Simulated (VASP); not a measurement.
# Au: relaxation of the atoms with PBE

Au, a slab with vacuum:

```xyz
3
Lattice="2.9401 0.0000 0.0000 0.0000 4.1579 0.0000 0.0000 0.0000 18.9401" Properties=species:S:1:pos:R:3 pbc="T T T"
Au    0.0000    0.0000    8.0566
Au    1.4700    2.0790    9.4701
Au    0.0000    0.0000   10.8835
```

```
Program                : VASP 6.6.1
Task                   : relaxation of the atoms
Functional             : PBE
Potentials or basis    : VASP PAW PBE potentials, release 64 (Au)
Cutoff                 : 450 eV
k mesh                 : 12 × 9 × 1
Occupations            : fermi-dirac, width 0.05 eV
Spin                   : no spin polarisation
Dipole correction      : yes
Further INCAR settings : ALGO = Normal; EDIFF = 1e-07; NELMDL = -8; IBRION = 2; EDIFFG = -0.01; NSW = 32
```

```
Band gap on the k mesh : zero (an odd number of electrons rules out a gap without spin polarisation)
```

Forces in eV/Å, atoms in the order of the input:
```
Au   0.000  0.000  0.003
Au   0.000  0.000  0.000
Au   0.000  0.000 -0.003
```

Final structure:
```yaml
crystal:
  lattice:
    - [2.94010, 0.00000, 0.00000]
    - [0.00000, 4.15793, 0.00000]
    - [0.00000, 0.00000, 18.94010]
  atoms:
    - { symbol: Au, position: [0.00000, 0.00000, 0.42537] }
    - { symbol: Au, position: [0.50000, 0.50000, 0.50000] }
    - { symbol: Au, position: [0.00000, 0.00000, 0.57463] }
```

Levels at points of the mesh, in eV from the Fermi level:
| k point | band 15 | band 16 | band 17 | band 18 | band 19 | band 20 |
| --- | --- | --- | --- | --- | --- | --- |
| (0.00, 0.00, 0.00) | -1.77 | -1.39 | -1.36 | 1.44 | 3.67 | 4.58 |
| (0.50, 0.00, 0.00) | -1.41 | 0.53 | 0.53 | 2.31 | 3.26 | 5.14 |

Wall time 110 s on 1 thread of Intel(R) Xeon(R) Platinum 8488C (Sapphire Rapids), on a shared host, peak memory 0.32 GiB.

Caveat: the relaxation stopped at its first step, so nothing moved; spin-orbit coupling is left out, which moves the levels of the heavy elements.
